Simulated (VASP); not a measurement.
Runs of VASP 6.6.1 on BiB. The structure is that of space group F-43m (No. 216), or close to it. The cells are those of the table. 

| task | level | potentials or basis | spin | cell | k mesh | cutoff (eV) | smearing | grid for exact exchange (PRECFOCK) | screening parameter | GW scheme | GW iterations | cutoff of the response function | gap on the mesh (eV) | pressure (GPa) | relaxed volume (Å³/atom) |
| --- | --- | --- | --- | --- | --- | --- | --- | --- | --- | --- | --- | --- | --- | --- | --- |
| single point | HSE06 | VASP PAW PBE potentials, release 64 (B, Bi_d) | off | a = 3.882 Å, angles 60.0°, 2 atoms | 6 × 6 × 6 | 520 | gaussian 0.01 eV | Normal | 0.2079 1/Å | - | - | - | 0.90 | -1.8 | - |
| relaxation of cell and atoms | PBE | VASP PAW PBE potentials, release 64 (B, Bi_d) | off | relaxed from a = 3.786 Å, angles 60.0°, 2 atoms | 8 × 8 × 8 | 600 | fermi-dirac 0.02 eV | - | - | - | - | - | 0.15 | 0.0 | 21.03 |
| single point | PBE | VASP PAW PBE potentials, release 64 (B, Bi_d) | non-collinear, zero start, SOC | a = 3.882 Å, angles 60.0°, 2 atoms | 8 × 8 × 8 | 520 | fermi-dirac 0.02 eV | - | - | - | - | - | - | (c) | - |
| relaxation of cell and atoms | LDA | VASP PAW LDA potentials, release 64 (B, Bi_d) | off | relaxed from a = 3.903 Å, angles 60.0°, 2 atoms | 8 × 8 × 8 | 600 | fermi-dirac 0.02 eV | - | - | - | - | - | 0.60 | 0.0 | 19.82 |
| relaxation of cell and atoms | r2SCAN | VASP PAW PBE potentials, release 64 (B, Bi_d) | off | relaxed from a = 3.903 Å, angles 60.0°, 2 atoms | 8 × 8 × 8 | 600 | fermi-dirac 0.02 eV | - | - | - | - | - | 0.40 | 0.0 | (b) |
| single point | r2SCAN | VASP PAW PBE potentials, release 64 (B, Bi_d) | off | a = 3.882 Å, angles 60.0°, 2 atoms | 8 × 8 × 8 | 520 | gaussian 0.01 eV | - | - | - | - | - | 0.39 | -0.1 | - |
| single point | PBEsol | VASP PAW PBE potentials, release 64 (B, Bi_d) | off | a = 3.857 Å, angles 60.0°, 2 atoms | 8 × 8 × 8 | 520 | fermi-dirac 0.02 eV | - | - | - | - | - | (a) | -0.1 | - |

Q: Fill in the values left out.

A: (a) 0.45; (b) 20.67; (c) 1.4.

Caveats: spin-orbit coupling is left out, which moves the levels of the heavy elements (some runs); the PAW data sets were made with another functional, which shifts forces and pressure a little (some runs).

A k mesh can miss the band edges, and rows without SOC leave out spin-orbit coupling on Bi.
